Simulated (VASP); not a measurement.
Y2HfF: single point with PBE

Y2HfF:

```xyz
4
Lattice="-2.3650 2.3650 4.4103 2.3650 -2.3650 4.4103 2.3650 2.3650 -4.4103" Properties=species:S:1:pos:R:3 pbc="T T T"
Y     0.0000    2.3650    2.2052
Y     2.3650    0.0000    2.2052
Hf    0.0000    0.0000    0.0000
F     0.0000    0.0000    4.4103
```

```json
{
 "Program": "VASP 6.6.1",
 "Task": "single point",
 "Functional": "PBE",
 "Potentials or basis": "VASP PAW PBE potentials, release 64 (Y_sv, Hf_pv, F)",
 "Cutoff": "520 eV",
 "k mesh": "6 × 6 × 6",
 "Occupations": "gaussian, width 0.1 eV",
 "Spin": "no spin polarisation",
 "Dipole correction": "no",
 "Further INCAR settings": "ALGO = Normal; EDIFF = 1e-06; NBANDS = 28"
}
```

| Item | Value |
| --- | --- |
| Pressure | 0.0 GPa |

Levels at points of the mesh, in eV from the Fermi level:
| k point | band 17 | band 18 | band 19 | band 20 | band 21 | band 22 |
| --- | --- | --- | --- | --- | --- | --- |
| (0.00, 0.00, 0.00) | -1.45 | -0.72 | -0.56 | 0.26 | 0.51 | 0.51 |
| (0.50, 0.00, 0.00) | -0.85 | -0.33 | -0.22 | 0.11 | 0.36 | 0.89 |
| (0.50, 0.50, 0.00) | -1.53 | -0.44 | -0.10 | 0.50 | 0.69 | 0.91 |
| (0.50, 0.50, 0.50) | -1.72 | -1.19 | -1.14 | -0.65 | -0.65 | 0.02 |

Wall time 100 s on 1 thread of Intel(R) Xeon(R) Platinum 8488C (Sapphire Rapids) (shared host), peak memory 0.31 GiB.

Caveat: spin-orbit coupling is left out, which moves the levels of the heavy elements; an odd number of electrons without spin polarisation forces a metal; a magnetic or distorted state may lie lower.
